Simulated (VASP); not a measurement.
Write the native input for VASP 6.6.1 that does the following.

- Task: single point
- Functional: PBE
- Dispersion: D3(BJ)
- Potentials or basis: VASP PAW PBE potentials, release 64 (H, C)
- Cutoff: 520 eV
- k mesh: 2 × 2 × 2
- Occupations: fermi-dirac, width 0.05 eV
- Spin: no spin polarisation
- Dipole correction: no
- Further INCAR settings: LREAL = Auto; ALGO = Normal; EDIFF = 1e-06; NBANDS = 46

The structure of H5C2 lies in POSCAR:

```
H5C2
1.0
    5.4080000000      0.0000000000      0.0000000000
    0.0000000000      4.8870000000      0.0000000000
   -1.8399480000      0.0000000000      7.0384810000
H C
20 8
Direct
    0.1352715308      0.9783711889      0.2128584278
    0.8870708829      0.3523429507      0.3221717868
    0.8607620536      0.1470022509      0.8169802547
    0.1928133980      0.5253325148      0.7268329630
    0.2427167686      0.8989768774      0.0191376520
    0.7690165022      0.2930632290      0.5180805347
    0.7700667003      0.2156333129      1.0086267193
    0.2911748743      0.5609576427      0.5265766861
    0.4869492563      0.2754245959      0.1580596723
    0.5701782854      0.7193165541      0.3236635859
    0.5894608651      0.7506650297      0.8689943185
    0.2789754032      0.0324329855      0.4911002814
    0.2399299465      0.4503990178      0.1950278760
    0.8679497993      0.8714344178      0.3715716502
    0.8866769024      0.6262533251      0.8953778521
    0.4940773430      0.1790055249      0.6746768230
    0.2865773599      0.4051974627      0.9786202449
    0.7225757927      0.8062205852      0.5569667660
    0.7781534131      0.6981379169      0.0731834042
    0.2196460399      0.0356455903      0.7058056987
    0.1571914955      1.0577245754      0.0876609598
    0.8873845942      0.4401882546      0.4702719237
    0.8599232135      0.0630038879      0.9484859020
    0.1717701660      0.4425823614      0.5898715930
    0.2977662797      0.3102926131      0.1041986190
    0.7604457695      0.7115408226      0.4309310489
    0.7801123507      0.7856148967      0.9383132525
    0.3013532680      0.1667894414      0.6167666006
```

The input as run:

INCAR

```
ALGO     = Normal         # electronic algorithm
EDIFF    = 1E-6           # SCF threshold, eV
ENCUT    = 520            # plane-wave cutoff, eV
GGA      = PE             # functional
ISIF     = 2              # what is computed and relaxed
ISMEAR   = -1             # smearing method
IVDW     = 12             # dispersion correction
LASPH    = True           # aspherical terms in the spheres
LCHARG   = False          # write CHGCAR
LREAL    = Auto         
LWAVE    = False          # write WAVECAR
NBANDS   = 46             # bands
NELM     = 100            # most SCF steps
PREC     = Accurate       # precision mode
SIGMA    = 0.05           # smearing width, eV
```

KPOINTS

```
k-points
0
Gamma
  2 2 2
```

Potentials or basis: VASP PAW PBE potentials, release 64 (H, C).

The run is started by

```bash
$ cat potpaw_PBE.64/H/POTCAR potpaw_PBE.64/C/POTCAR > POTCAR
$ mpirun -np 1 vasp_std > vasp.out
```

Results of the run:

* Pressure: 10.6 GPa
* Largest force: 4.901 eV/Å
* Band gap on the k mesh: 6.73 eV, indirect (least direct gap 6.87 eV)
* Dispersion energy per atom: -0.061 eV

Caveat: the k points lie up to 0.64 Å⁻¹ apart; forces of over 1 eV/Å act on the atoms, so gaps and moduli don't describe the material at rest.

Run time: 98 s on 1 thread of Intel Xeon 6975P-C, with other jobs on the host, peak memory 0.28 GiB.
